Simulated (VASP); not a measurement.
Set up this calculation in VASP 6.6.1, as the native input.

```yaml
Task: density of states
Functional: PBE
Potentials_or_basis: VASP PAW PBE potentials, release 64 (Ca_sv)
Cutoff: 520 eV
k_mesh: 14 × 14 × 14
Occupations: gaussian, width 0.1 eV
Spin: no spin polarisation
Dipole_correction: no
k_mesh_for_the_DOS: 21 × 21 × 21
Occupations_for_the_DOS: tetrahedron
Further_INCAR_settings: ALGO = Normal; EDIFF = 1e-06; NBANDS = 11
```

The system is Ca.

```
CELL_PARAMETERS angstrom
0.00000 2.76240 2.76240
2.76240 0.00000 2.76240
2.76240 2.76240 0.00000
ATOMIC_POSITIONS crystal
Ca 0.00000 0.00000 0.00000
```

These files were run (other wordings do the same):

POSCAR

```
Ca
1.0
    0.0000000000      2.7623962667      2.7623962667
    2.7623962667      0.0000000000      2.7623962667
    2.7623962667      2.7623962667      0.0000000000
Ca
1
Direct
    0.0000000000      0.0000000000      0.0000000000
```

INCAR.step1

```
SYSTEM = Ca
  PREC = Accurate
  ENCUT = 520
  EDIFF = 1E-6
  ISMEAR = 0
  SIGMA = 0.1
  LREAL = .False.
  LASPH = .True.
  NELM = 100
  ALGO = Normal
  ISIF = 2
  LWAVE = .False.
  LCHARG = .True.
  GGA = PE
  NBANDS = 11
```

KPOINTS.step1

```
regular mesh
0
Gamma
  14 14 14
  0 0 0
```

INCAR.step2

```
SYSTEM = Ca
  PREC = Accurate
  ENCUT = 520
  EDIFF = 1E-6
  ISMEAR = -5
  SIGMA = 0.1
  LREAL = .False.
  LASPH = .True.
  NELM = 100
  ALGO = Normal
  ISIF = 2
  LWAVE = .False.
  LCHARG = .False.
  GGA = PE
  LORBIT = 11
  NBANDS = 11
  NEDOS = 1001
  ICHARG = 11
```

KPOINTS.step2

```
regular mesh
0
Gamma
  21 21 21
  0 0 0
```

Potentials or basis: VASP PAW PBE potentials, release 64 (Ca_sv).

Command:

```bash
$ cat potpaw_PBE.64/Ca_sv/POTCAR > POTCAR
$ cp INCAR.step1 INCAR
$ cp KPOINTS.step1 KPOINTS
$ mpirun -np 1 vasp_std > vasp.out
$ cp INCAR.step2 INCAR
$ cp KPOINTS.step2 KPOINTS
$ mpirun -np 1 vasp_std > vasp.out
```

Results of the run:

* Valence electrons inside the program's atomic spheres: Ca 8.08

It took 84 s on 1 thread of Intel Xeon 6975P-C, on a shared host, peak memory 0.26 GiB.
